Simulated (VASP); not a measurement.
Wanted: the native input for a VASP 6.6.1 run.

```
Task                               : single point
Functional                         : B3LYP
Potentials or basis                : VASP PAW PBE potentials, release 64 (Eu, S)
Cutoff                             : 520 eV
k mesh                             : 4 × 4 × 4
Occupations                        : fermi-dirac, width 0.05 eV
Spin                               : collinear spin, ferromagnetic start
Starting moments                   : [7.0, 0.0] μB
Dipole correction                  : no
Grid for exact exchange (PRECFOCK) : Normal
Further INCAR settings             : ALGO = Normal; EDIFF = 1e-06; NBANDS = 22
Share of exact exchange            : 0.2
```

Crystal: EuS.

```
Eu S
1.0
     0.00000    3.02864    3.02864
     3.02864    0.00000    3.02864
     3.02864    3.02864    0.00000
Eu S
1 1
Direct
  0.00000 0.00000 0.00000
  0.50000 0.50000 0.50000
```

These files were run (other wordings do the same):

POSCAR

```
EuS
1.0
    0.0000000000      3.0286371673      3.0286371673
    3.0286371673      0.0000000000      3.0286371673
    3.0286371673      3.0286371673      0.0000000000
Eu S
1 1
Direct
    0.0000000000      0.0000000000      0.0000000000
    0.5000000000      0.5000000000      0.5000000000
```

INCAR.step1

```
SYSTEM = EuS
  ALGO = Normal
  EDIFF = 1E-5
  ENCUT = 520
  GGA = PE
  GGA_COMPAT = .FALSE.
  ISIF = 2
  ISMEAR = -1
  ISPIN = 2
  LASPH = .TRUE.
  LCHARG = .FALSE.
  LMAXMIX = 6
  LORBIT = 11
  LREAL = .FALSE.
  LWAVE = .TRUE.
  MAGMOM = 7 0
  NBANDS = 22
  NELM = 200
  PREC = Accurate
  SIGMA = 0.05
```

INCAR.step2

```
SYSTEM = EuS
  AEXX = 0.2
  AGGAC = 0.81
  AGGAX = 0.72
  ALDAC = 0.19
  ALGO = Normal
  EDIFF = 1E-6
  ENCUT = 520
  GGA = B3
  GGA_COMPAT = .FALSE.
  ISIF = 2
  ISMEAR = -1
  ISPIN = 2
  ISTART = 1
  LASPH = .TRUE.
  LCHARG = .FALSE.
  LHFCALC = .TRUE.
  LMAXMIX = 6
  LORBIT = 11
  LREAL = .FALSE.
  LWAVE = .FALSE.
  MAGMOM = 7 0
  NBANDS = 22
  NELM = 200
  PREC = Accurate
  PRECFOCK = Normal
  SIGMA = 0.05
```

KPOINTS

```
k-points
0
G
  4 4 4
  0 0 0
```

Potentials or basis: VASP PAW PBE potentials, release 64 (Eu, S).

Run with:

```bash
$ cat potpaw_PBE.64/Eu/POTCAR potpaw_PBE.64/S/POTCAR > POTCAR
$ cp INCAR.step1 INCAR
$ mpirun -np 1 vasp_std > vasp.out
$ cp INCAR.step2 INCAR
$ mpirun -np 1 vasp_std > vasp.out
```

It gave:

The pressure is -0.5 GPa and the band gap on the k mesh is 1.18 eV (least direct gap 1.38 eV). The net moment is 7.00 μB per cell, the site moments are Eu +6.72; S -0.04 μB and the valence electrons inside the program's atomic spheres are Eu 14.84; S 3.79.

Caveat: the k points lie up to 0.45 Å⁻¹ apart; the PAW data sets were made with another functional, which shifts forces and pressure a little; spin-orbit coupling is left out, which moves the levels of the heavy elements; a cell with one magnetic atom can't hold antiferromagnetic order, which such compounds often take.

Wall time 52 min on 1 thread of AMD EPYC 7571, on a shared host, peak memory 0.2 GiB.
